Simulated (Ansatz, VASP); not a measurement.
## Two plane-wave programs on MgS

The input POSCAR:

```
MgS
1.0
    0.0000000000      2.6016500000      2.6016500000
    2.6016500000      0.0000000000      2.6016500000
    2.6016500000      2.6016500000      0.0000000000
S Mg
1 1
Direct
    0.5000000000      0.5000000000      0.5000000000
    0.0000000000      0.0000000000      0.0000000000
```

The input INCAR.step1:

```
SYSTEM = MgS
  PREC = Accurate
  ENCUT = 520
  EDIFF = 1E-5
  ISMEAR = -1
  SIGMA = 0.05
  LREAL = .False.
  LASPH = .True.
  NELM = 80
  ALGO = Normal
  ISIF = 2
  LWAVE = .True.
  LCHARG = .False.
  NBANDS = 11
  GGA = PE
```

The input INCAR.step2:

```
SYSTEM = MgS
  PREC = Accurate
  ENCUT = 520
  EDIFF = 1E-7
  ISMEAR = -1
  SIGMA = 0.05
  LREAL = .False.
  LASPH = .True.
  NELM = 80
  ALGO = Normal
  ISIF = 2
  LWAVE = .False.
  LCHARG = .False.
  GGA = B3
  LHFCALC = .True.
  AEXX = 0.2
  AGGAX = 0.72
  AGGAC = 0.81
  ALDAC = 0.19
  PRECFOCK = Normal
  NBANDS = 11
  ISTART = 1
```

KPOINTS

```
regular mesh
0
Gamma
  5 5 5
  0 0 0
```

Contents of input:

```
crystal:
  lattice:
    - [0.0, 2.60165, 2.60165]
    - [2.60165, 0.0, 2.60165]
    - [2.60165, 2.60165, 0.0]
  atoms:
    - { symbol: S, position: [0.5, 0.5, 0.5] }
    - { symbol: Mg, position: [0.0, 0.0, 0.0] }
hamiltonian:
  xc: b3lyp
  pseudopotentials: { kind: paw }
kpoints:
  mp_grid: { grid: [5, 5, 5] }
  band_path:
    path:
      - [[0.0, 0.0, 0.0], [0.5, 0.0, 0.5], [0.5, 0.25, 0.75], [0.375, 0.375, 0.75], [0.0, 0.0, 0.0], [0.5, 0.5, 0.5], [0.625, 0.25, 0.625], [0.5, 0.25, 0.75], [0.5, 0.5, 0.5], [0.375, 0.375, 0.75]]
      - [[0.625, 0.25, 0.625], [0.5, 0.0, 0.5]]
    npoints: 4
scf:
  occupations: { method: fermi_dirac, width: 0.05 }
  n_extra_bands: 6
output:
  forces: true
  stress: true
  eigenvalues: true
  fatbands: false
```

Alike in both runs: functional B3LYP; k mesh 5 × 5 × 5; occupations fermi-dirac, width 0.05 eV; no spin polarisation.

```csv
,VASP,Ansatz
version,VASP 6.6.1,Ansatz 0.2.0
potentials or method,"VASP PAW PBE potentials, release 64 (S, Mg)",Ansatz PAW
plane-wave cutoff (eV),520,420
valence electrons in the cell,8,16
task,single point,band structure
```

```csv
,VASP,Ansatz,Ansatz less VASP
gap on the k mesh at the Fermi level (eV),4.65,4.66,+0.016
pressure (GPa),1.7,1.9,+0.26
```

VASP's potentials were made for PBE, not for B3LYP. With one functional, cell and mesh, what is left measures potentials, basis and numerics. VASP's potentials hold 8 valence electrons a cell and Ansatz's 16, so a difference there can come from the potentials and not from the codes.
